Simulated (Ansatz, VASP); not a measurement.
## TiMoSe4 in VASP and in Ansatz

```
Ti Mo Se
1.0
     3.42373    0.00000    0.00000
    -1.71186    2.96504    0.00000
     0.00000    0.00000   13.71112
Ti Mo Se
1 1 4
Direct
  0.00000 0.00000 0.00000
  0.00000 0.00000 0.50000
  0.66667 0.33333 0.88333
  0.33333 0.66667 0.11667
  0.66667 0.33333 0.37980
  0.33333 0.66667 0.62020
```

Alike in both runs: functional PBE; k mesh 12 × 12 × 4; occupations gaussian, width 0.1 eV; no spin polarisation.

Ansatz relaxed the structure, and its values are those at the end. VASP's run is a single point on that final structure, the one shown.

|  | VASP | Ansatz |
| --- | --- | --- |
| version | VASP 6.6.1 | Ansatz 0.2.0 |
| potentials or method | VASP PAW PBE potentials, release 64 (Ti_sv, Mo_sv, Se), cutoff 520 eV | scalar-relativistic, plane waves, PAW |
| valence electrons in the cell | 50 | 90 |

```tsv
	VASP	Ansatz	Ansatz less VASP
gap on the k mesh at the Fermi level (eV)	none	none	-
pressure (GPa)	0.1	0.0	-0.14
rms of the force components (eV/Å)	0.013	0.002	-0.0107
```

A gap of «none» marks a metal or a gap that the smearing closes. The functional is the same, so the differences come from potentials, cutoffs and numerics. VASP's potentials hold 50 valence electrons a cell and Ansatz's 90, so a difference there can come from the potentials and not from the codes.
